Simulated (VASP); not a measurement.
Pt, 4 atoms in the cell. It takes space group P2_1/m (No. 11, monoclinic). Conventional cell: a = 2.708 Å, b = 4.677 Å, c = 2.708 Å, α = 90.00°, β = 120.00°, γ = 90.00°. Within 3.6 Å of Pt (site symmetry m) lie 12 Pt at 2.71 to 2.92 Å.  This cell differs from its parent crystal: mode 1 frozen in at -0.104 Å and mode 2 at +0.000 Å (largest displacements).

| Property | Result |
| --- | --- |
| Program | VASP 6.6.1 |
| Task | single point |
| Functional | LDA |
| Potentials or basis | VASP PAW LDA potentials, release 64 (Pt) |
| Cutoff | 520 eV |
| k mesh | 18 × 18 × 6 |
| Occupations | gaussian, width 0.15 eV |
| Spin | no spin polarisation |
| Dipole correction | no |
| Further INCAR settings | ALGO = Fast; EDIFF = 1e-06; NBANDS = 28 |

Potentials or basis: VASP PAW LDA potentials, release 64 (Pt).

The run is started by

```bash
$ cat potpaw_LDA.64/Pt/POTCAR > POTCAR
$ mpirun -np 1 vasp_std > vasp.out
```

Hardware: 1 thread of Intel(R) Xeon(R) 6975P-C (Granite Rapids), on a shared host.

Question: How long does it take, and how much memory?

Answer: Wall time 9.3 min on 1 thread of Intel(R) Xeon(R) 6975P-C (Granite Rapids), on a shared host, peak memory 0.79 GiB. Counts: scf iterations 20, k points 656.
